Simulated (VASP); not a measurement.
# Sb (C2/m) in VASP: a series of runs

Runs on Sb. Level: PBE. Tasks: single point, relaxation of cell and atoms.

Program: VASP 6.6.1. These are calculated values, not measurements. Logs are shortened: lines on timing, memory, paths and dates and some standing lists are left out, and cuts for length are marked.

## (1) The cell of the first run

The structure is monoclinic, space group C2/m (No. 12). Conventional cell: a = 7.200 Å, b = 4.057 Å, c = 5.021 Å, α = 90.00°, β = 91.70°, γ = 90.00°. Within 3.7 Å of Sb (site symmetry m) lie 6 Sb at 2.82 to 3.26 Å. Sb (site symmetry 2/m) has 6 Sb at 2.82 to 2.87 Å within 3.7 Å.

The cell was generated, and may not be a known phase.

## (2) Single point, PBE

INCAR

```
SYSTEM = Sb
PREC = Accurate
ENCUT = 520
EDIFF = 1E-7
ISMEAR = 0
SIGMA = 0.1
LREAL = .False.
LASPH = .True.
NELM = 60
ALGO = Normal
ISIF = 2
LWAVE = .False.
LCHARG = .False.
GGA = PE
NBANDS = 14
```

KPOINTS

```
regular mesh
0
Gamma
  6 6 4
  0 0 0
```

POSCAR

```
Sb
1.0
    3.5998460100     -2.0284036100      0.0000000000
    3.5998460100      2.0284036100      0.0000000000
   -0.1492202000      0.0000000000      5.0190816200
Sb
3
Direct
    0.3176870000      0.3176870000      0.6840320200
    0.6823130000      0.6823130000      0.3159679800
    0.0000000000      0.0000000000      0.0000000000
```

Potentials or basis: VASP PAW PBE potentials, release 64 (Sb).

Launch:

```console
cat potpaw_PBE.64/Sb/POTCAR > POTCAR
mpirun -np 1 vasp_std > vasp.out
```

OUTCAR:

```text
SYSTEM = Sb
   PREC = Accurate
   ENCUT = 520
   EDIFF = 1E-7
   ISMEAR = 0
   LREAL = .False.
   LASPH = .True.
   NELM = 60
   ISIF = 2
   GGA = PE

 ion  position               nearest neighbor table
   1  0.318  0.318  0.684-   3 2.82   3 2.87   3 2.87   2 2.89   2 2.89   2 3.26
   2  0.682  0.682  0.316-   3 2.82   3 2.87   3 2.87   1 2.89   1 2.89   1 3.26
   3  0.000  0.000  0.000-   1 2.82   2 2.82   2 2.87   2 2.87   1 2.87   1 2.87

  LATTYP: Found a base centered monoclinic cell.
 ALAT       =     7.1996920200
 B/A-ratio  =     0.5634695496
 C/A-ratio  =     0.6974325176
 COS(beta)  =    -0.0297174476

  Lattice vectors:

 A1 = (   3.5998460100,  -2.0284036100,   0.0000000000)
 A2 = (   3.5998460100,   2.0284036100,   0.0000000000)
 A3 = (  -0.1492202000,   0.0000000000,   5.0190816200)

Analysis of symmetry for initial positions (statically):
=====================================================================
 Subroutine PRICEL returns:
 Original cell was already a primitive cell.

 Routine SETGRP: Setting up the symmetry group for a
 base centered monoclinic supercell.

 Subroutine GETGRP returns: Found  4 space group operations
 (whereof  4 operations were pure point group operations)
 out of a pool of  4 trial point group operations.

The static configuration has the point symmetry C_2h.

Analysis of symmetry for dynamics (positions and initial velocities):
=====================================================================
 Subroutine PRICEL returns:
 Original cell was already a primitive cell.

 Routine SETGRP: Setting up the symmetry group for a
 base centered monoclinic supercell.

 Subroutine GETGRP returns: Found  4 space group operations
 (whereof  4 operations were pure point group operations)
 out of a pool of  4 trial point group operations.

The dynamic configuration has the point symmetry C_2h.

 Subroutine INISYM returns: Found  4 space group operations
 (whereof  4 operations are pure point group operations),
 and found     1 'primitive' translations

----------------------------------------------------------------------------------------

                                     Primitive cell

  volume of cell :      73.2981

  direct lattice vectors                    reciprocal lattice vectors
     3.599846010 -2.028403610  0.000000000     0.138894830 -0.246499265  0.004129424
     3.599846010  2.028403610  0.000000000     0.138894830  0.246499265  0.004129424
    -0.149220200  0.000000000  5.019081620     0.000000000  0.000000000  0.199239637

  length of vectors
     4.131986508  4.131986508  5.021299331     0.282967690  0.282967690  0.199239637

  position of ions in fractional coordinates (direct lattice)
     0.317687000  0.317687000  0.684032020
     0.682313000  0.682313000  0.315967980
     0.000000000  0.000000000  0.000000000

  ion indices of the primitive-cell ions
   primitive index   ion index
                 1           1
                 2           2
                 3           3

----------------------------------------------------------------------------------------

 KPOINTS: regular mesh

Automatic generation of k-mesh.
 Grid dimensions read from file:
 generate k-points for:    6    6    4

 Generating k-lattice:

  Cartesian coordinates                     Fractional coordinates (reciprocal lattice)
     0.023149138 -0.041083211  0.000688237     0.166666667  0.000000000  0.000000000
     0.023149138  0.041083211  0.000688237     0.000000000  0.166666667  0.000000000
     0.000000000  0.000000000  0.049809909     0.000000000  0.000000000  0.250000000

  Length of vectors
     0.047161282  0.047161282  0.049809909

  Shift w.r.t. Gamma in fractional coordinates (k-lattice)
     0.000000000  0.000000000  0.000000000

 Subroutine IBZKPT returns following result:
 ===========================================

 Found     47 irreducible k-points:

 Following reciprocal coordinates:
            Coordinates               Weight
  0.000000  0.000000  0.000000      1.000000
  0.166667  0.000000  0.000000      4.000000
  0.333333 -0.000000  0.000000      4.000000
  0.500000  0.000000 -0.000000      2.000000
  0.166667  0.166667  0.000000      2.000000
  0.333333  0.166667 -0.000000      4.000000
[... 16 lines left out ...]
 -0.333333  0.166667  0.250000      4.000000
 -0.166667  0.166667  0.250000      4.000000
 [... further k-points ...]
   k-points           NKPTS =     47   k-points in BZ     NKDIM =     47   number of bands    NBANDS=     14
   number of dos      NEDOS =    301   number of ions     NIONS =      3
   total plane-waves  NPLWV =  40960
   dimension x,y,z NGX =    32 NGY =   32 NGZ =   40
   dimension x,y,z NGXF=    64 NGYF=   64 NGZF=   80
   ions per type =               3
   NGX,Y,Z   is equivalent  to a cutoff of  12.87, 12.87, 13.24 a.u.
   NGXF,Y,Z  is equivalent  to a cutoff of  25.75, 25.75, 26.49 a.u.
 SYSTEM =  Sb
   PREC   = accura    normal or accurate (medium, high low for compatibility)
   ISTART =      0    job   : 0-new  1-cont  2-samecut
   ICHARG =      2    charge: 1-file 2-atom 10-const
   ISPIN  =      1    spin polarized calculation?
   LNONCOLLINEAR =      F non collinear calculations
   LSORBIT =      F    spin-orbit coupling
   LASPH  =      T    aspherical Exc in radial PAW
   ENCUT  =  520.0 eV  38.22 Ry    6.18 a.u.   7.68  7.68  9.34*2*pi/ulx,y,z
   NELM   =     60;   NELMIN=  2; NELMDL= -5     # of ELM steps
   EDIFF  = 0.1E-06   stopping-criterion for ELM
   LREAL  =      F    real-space projection
   EDIFFG = 0.1E-05   stopping-criterion for IOM
   NSW    =      0    number of steps for IOM
   IBRION =     -1    ionic relax: 0-MD 1-quasi-New 2-CG
   NFREE  =      0    steps in history (QN), initial steepest desc. (CG)
   ISIF   =      2    stress and relaxation
   ISYM   =      2    0-nonsym 1-usesym 2-fastsym
   POTIM  = 0.5000    time-step for ionic-motion
   TEBEG  =    0.0;   TEEND  =   0.0 temperature during run
   PSTRESS=    0.0 pullay stress
   NELECT =      15.0000    total number of electrons
   NUPDOWN=      -1.0000    fix difference up-down
   EMIN   =  10.00;   EMAX   =-10.00  energy-range for DOS
   EFERMI =   0.00;   METHOD = LEGACY
   ISMEAR =     0;   SIGMA  =   0.10  broadening in eV -4-tet -1-fermi 0-gaus
   EFERMI_NEDOS =   21; number of points for ismear=-14 and -15
   IALGO  =     38    algorithm
   IMIX   =      4    mixing-type and parameters
     AMIX     =   0.40;   BMIX     =  1.00
     AMIX_MAG =   1.60;   BMIX_MAG =  1.00
  volume/ion in A,a.u.               =      24.43       164.88
  Fermi-wavevector in a.u.,A,eV,Ry     =   0.964734  1.823084 12.663110  0.930712
  Thomas-Fermi vector in A             =   2.094391
   LORBIT       =      0    0 simple, 1 ext, 2 COOP (PROOUT), +10 PAW based schemes
   GGA     = PE    functional components
   LHFCALC =     F    Hartree Fock is set to
   AEXX    =    0.0000 exact exchange contribution
   IVDW    =     0    specifies the selected vdW correction
   LEPSILON=     F    determine dielectric tensor
   LRPA    =     F    only Hartree local field effects (RPA)
 non-spin polarized calculation
 Gauss-broadening in eV      SIGMA  =   0.10
  energy-cutoff  :      520.00
  volume of cell :       73.30
 maximum number of plane-waves:      1988
   NGX = 15   NGY = 15   NGZ = 19

 number of electron      15.0000000 magnetization

 Free energy of the ion-electron system (eV)
  ---------------------------------------------------
  ext. energy  EPLUGINS =         0.00000000
  ---------------------------------------------------
  free energy    TOTEN  =       -11.20924990 eV

  energy without entropy =      -11.19995838  energy(sigma->0) =      -11.20460414

 E-fermi :   9.9509     XC(G=0): -10.4926

 val. band max:        9.9227892015   @ k =  -0.3333   0.1667  -0.0000
 cond. band min:       9.9892507798   @ k =   0.1667   0.0000   0.0000
 fundamental gap:      0.0664615783
 Fermi energy:         9.9508676040

 k-point     1 :       0.0000    0.0000    0.0000
  band No.  band energies     occupation
      1      -4.2837      2.00000
      2       1.2807      2.00000
      3       1.7161      2.00000
      4       7.5675      2.00000
      5       8.0901      2.00000
      6       8.3557      2.00000
      7       8.8704      2.00000
      8       9.6720      1.99992
      9      10.2364      0.00005
     10      13.0992      0.00000
     11      13.8665      0.00000
     12      13.9149      0.00000
     13      15.9266      0.00000
     14      16.2627      0.00000

 k-point     2 :       0.1667    0.0000    0.0000
  band No.  band energies     occupation
      1      -3.9526      2.00000
      2       1.3830      2.00000
      3       1.8346      2.00000
      4       5.5117      2.00000
      5       6.6593      2.00000
      6       7.2921      2.00000
      7       9.9893      0.58725
      8      11.4139      0.00000
      9      11.7090      0.00000
     10      12.6816      0.00000
     11      12.8779      0.00000
     12      13.2669      0.00000
     13      14.2617      0.00000
     14      15.2729      0.00000

 k-point     3 :       0.3333   -0.0000    0.0000
  band No.  band energies     occupation
      1      -2.9714      2.00000
      2       0.5919      2.00000
      3       2.1019      2.00000
      4       4.7493      2.00000
      5       5.6185      2.00000
      6       6.0101      2.00000
      7       8.7190      2.00000
      8      10.8982      0.00000
      9      11.4987      0.00000
     10      12.1384      0.00000
     11      12.5264      0.00000
     12      13.3265      0.00000
     13      15.8881      0.00000
     14      16.7548      0.00000
[... 324 lines left out ...]
 k-point    23 :      -0.3333    0.1667    0.2500
  band No.  band energies     occupation
      1      -1.6772      2.00000
      2      -0.2443      2.00000
      3       1.3818      2.00000
      4       3.4783      2.00000
      5       5.1615      2.00000
      6       7.0125      2.00000
      7       7.5950      2.00000
      8      10.8349      0.00000
      9      11.6235      0.00000
     10      12.4831      0.00000
     11      13.0092      0.00000
     12      15.4103      0.00000
     13      16.2880      0.00000
     14      17.4465      0.00000

 k-point    24 :      -0.1667    0.1667    0.2500
  band No.  band energies     occupation
      1      -2.9384      2.00000
      2      -0.1751      2.00000
      3       2.4506      2.00000
      4       4.5946      2.00000
      5       6.6879      2.00000
      6       7.0128      2.00000
      7       7.8347      2.00000
      8       9.8267      1.92100
      9      12.6065      0.00000
     10      12.8834      0.00000
     11      13.2330      0.00000
     12      13.6250      0.00000
     13      15.4145      0.00000
     14      16.3498      0.00000

 [... further k-points ...]
[... 5 lines left out ...]
  --------------------------------------------------------------------------------------
  -------------------------------------------------------------------------------------
  Total        9.0417308      8.9636436      9.2886825      0.0000000      0.0000000      0.0763316
  in kB      197.6376135    195.9307535    203.0355799      0.0000000      0.0000000      1.6684850
  external PRESSURE =     198.8679823 kB  Pullay stress =       0.0000000 kB

 VOLUME and BASIS-vectors are now :
 -----------------------------------------------------------------------------
  energy-cutoff  :      520.00
  volume of cell :       73.30
      direct lattice vectors                 reciprocal lattice vectors
     3.599846010 -2.028403610  0.000000000     0.138894830 -0.246499265  0.004129424
     3.599846010  2.028403610  0.000000000     0.138894830  0.246499265  0.004129424
    -0.149220200  0.000000000  5.019081620     0.000000000  0.000000000  0.199239637

 POSITION                                       TOTAL-FORCE (eV/Angst)
 -----------------------------------------------------------------------------------
      2.18518      0.00000      3.43321         0.852492      0.000000     -1.089598
      4.86529      0.00000      1.58587        -0.852492      0.000000      1.089598
      0.00000      0.00000      0.00000         0.000000      0.000000      0.000000
 -----------------------------------------------------------------------------------
    total drift:                                0.000000     -0.000000     -0.000000

  FREE ENERGIE OF THE ION-ELECTRON SYSTEM (eV)
  ---------------------------------------------------
  free  energy   TOTEN  =       -11.2092499046 eV

  energy  without entropy=      -11.1999583846  energy(sigma->0) =      -11.20460414
```

Wall time 19 s (1 thread of AMD EPYC 9R45 (Zen 5), shared host); peak memory 0.17 GiB.

Results:

| Property | Result |
| --- | --- |
| Free energy | -11.2092 eV |
| Pressure | 19.9 GPa |
| Largest force | 1.383 eV/Å |
| Band gap on the k mesh | zero (an odd number of electrons rules out a gap without spin polarisation) |

Forces on the atoms (eV/Å):
```
Sb   0.852  0.000 -1.090
Sb  -0.852  0.000  1.090
Sb   0.000  0.000  0.000
```

Levels at points of the mesh, in eV from the Fermi level:
| k point | band 4 | band 5 | band 6 | band 7 | band 8 | band 9 | band 10 | band 11 |
| --- | --- | --- | --- | --- | --- | --- | --- | --- |
| (0.00, 0.00, 0.00) | -2.38 | -1.86 | -1.60 | -1.08 | -0.28 | 0.29 | 3.15 | 3.92 |
| (0.50, 0.00, 0.00) | -4.79 | -4.52 | -3.77 | -3.53 | 0.76 | 1.26 | 2.09 | 2.46 |
| (0.50, 0.50, 0.00) | -4.66 | -4.50 | -4.23 | -3.29 | 1.37 | 1.62 | 1.99 | 2.56 |
| (0.00, 0.00, 0.50) | -2.26 | -2.19 | -2.00 | -0.32 | 0.48 | 0.61 | 0.99 | 1.29 |
| (0.50, 0.00, 0.50) | -7.17 | -3.51 | -2.63 | -2.11 | -1.95 | 3.48 | 3.84 | 5.11 |
| (0.50, 0.50, 0.50) | -6.94 | -3.12 | -2.50 | -1.94 | -1.73 | 2.79 | 3.65 | 5.70 |

Caveat: the cell stands under pressure; spin-orbit coupling is left out, which moves the levels of the heavy elements; an odd number of electrons without spin polarisation forces a metal; a magnetic or distorted state may lie lower.

## (3) Relaxation of cell and atoms, PBE

INCAR

```
PREC = Accurate
ENCUT = 600
EDIFF = 1E-6
ISMEAR = 0
SIGMA = 0.1
LREAL = False
LASPH = True
NELM = 80
ALGO = Normal
ISIF = 3
LWAVE = False
LCHARG = False
GGA = PE
IBRION = 2
NSW = 90
EDIFFG = -0.04
```

KPOINTS

```
Automatic mesh
0
Gamma
  6 6 4
```

POSCAR is that of step 2.

Potentials or basis: VASP PAW PBE potentials, release 64 (Sb).

Launch:

```console
cat potpaw_PBE.64/Sb/POTCAR > POTCAR
mpirun -np 1 vasp_std > vasp.out
```

Run time: 1.9 min. Hardware: 1 thread of AMD EPYC 9R45 (Zen 5), shared host; peak memory 0.21 GiB.

The run converged. Its results:

```
Free energy                           : -12.2304 eV
Relaxed volume                        : 30.02 Å³/atom
Relaxed cell                          : a = 4.384 Å, b = 4.384 Å, c = 5.441 Å, α = 89.69°, β = 89.69°, γ = 59.44°
Space group after relaxing (to 0.1 Å) : Cmmm (No. 65)
Energy gained by relaxing             : 340.3 meV/atom
Ionic steps                           : 12
Pressure after relaxing               : 0.1 GPa
Largest force after relaxing          : 0.029 eV/Å
Band gap on the k mesh                : zero (an odd number of electrons rules out a gap without spin polarisation)
```

Forces in eV/Å, atoms in the order of the input:
```
Sb  -0.005  0.000  0.029
Sb   0.005  0.000 -0.029
Sb   0.000  0.000  0.000
```

Stress tensor (GPa, compression positive):
```
0.08 0.00 0.07
0.00 0.02 0.00
0.07 0.00 0.11
```

Step by step:
| step | energy change (eV) | largest force (eV/Å) | pressure (GPa) | volume (Å³) |
| --- | --- | --- | --- | --- |
| 1 | 0.0000 | 1.3834 | 19.89 | 73.30 |
| 2 | -0.4720 | 0.1002 | -6.77 | 110.40 |
| 3 | -0.9505 | 0.4411 | -0.40 | 91.63 |
| 4 | -0.9506 | 0.4522 | -0.17 | 91.24 |
| 5 | -0.9714 | 0.4218 | -0.11 | 90.90 |
| 6 | -1.0115 | 0.2146 | 0.27 | 89.85 |
| 7 | -1.0139 | 0.1819 | 0.49 | 89.44 |
| 8 | -1.0141 | 0.1807 | 0.45 | 89.53 |
| 9 | -1.0177 | 0.0984 | -0.55 | 91.10 |
| 10 | -1.0181 | 0.1127 | -0.31 | 90.70 |
| 11 | -1.0209 | 0.0405 | 0.00 | 90.17 |
| 12 | -1.0210 | 0.0293 | 0.07 | 90.05 |

Final structure:
```
CELL_PARAMETERS angstrom
3.80697 -2.17354 0.06803
3.80697 2.17354 0.06803
-0.06346 0.00000 5.44034
ATOMIC_POSITIONS crystal
Sb 0.33345 0.33345 0.66602
Sb 0.66655 0.66655 0.33398
Sb 0.00000 0.00000 0.00000
```

Levels at points of the mesh, in eV from the Fermi level:
| k point | band 3 | band 4 | band 5 | band 6 | band 7 | band 8 | band 9 | band 10 | band 11 |
| --- | --- | --- | --- | --- | --- | --- | --- | --- | --- |
| (0.00, 0.00, 0.00) | -7.90 | -1.24 | -1.21 | -1.15 | -1.14 | -0.30 | -0.28 | 3.19 | 3.20 |
| (0.50, 0.00, 0.00) | -7.43 | -3.56 | -3.50 | -3.04 | -3.02 | 1.49 | 1.51 | 2.01 | 2.01 |
| (0.50, 0.50, 0.00) | -7.41 | -3.65 | -3.40 | -3.02 | -3.00 | 1.57 | 1.59 | 2.13 | 2.13 |
| (0.00, 0.00, 0.50) | -4.59 | -1.76 | -1.61 | -1.51 | 0.62 | 0.64 | 0.66 | 0.67 | 1.23 |
| (0.50, 0.00, 0.50) | -8.95 | -5.56 | -2.19 | -2.16 | -1.76 | -1.76 | 2.68 | 2.70 | 5.20 |
| (0.50, 0.50, 0.50) | -9.00 | -5.55 | -2.10 | -2.07 | -1.70 | -1.70 | 2.72 | 2.75 | 5.17 |

Caveat: the volume moved by over 15 % at a fixed basis, so the end points are rough; spin-orbit coupling is left out, which moves the levels of the heavy elements; an odd number of electrons without spin polarisation forces a metal; a magnetic or distorted state may lie lower.

The gap in the log of VASP goes by the Fermi energy; the results here count the filled bands.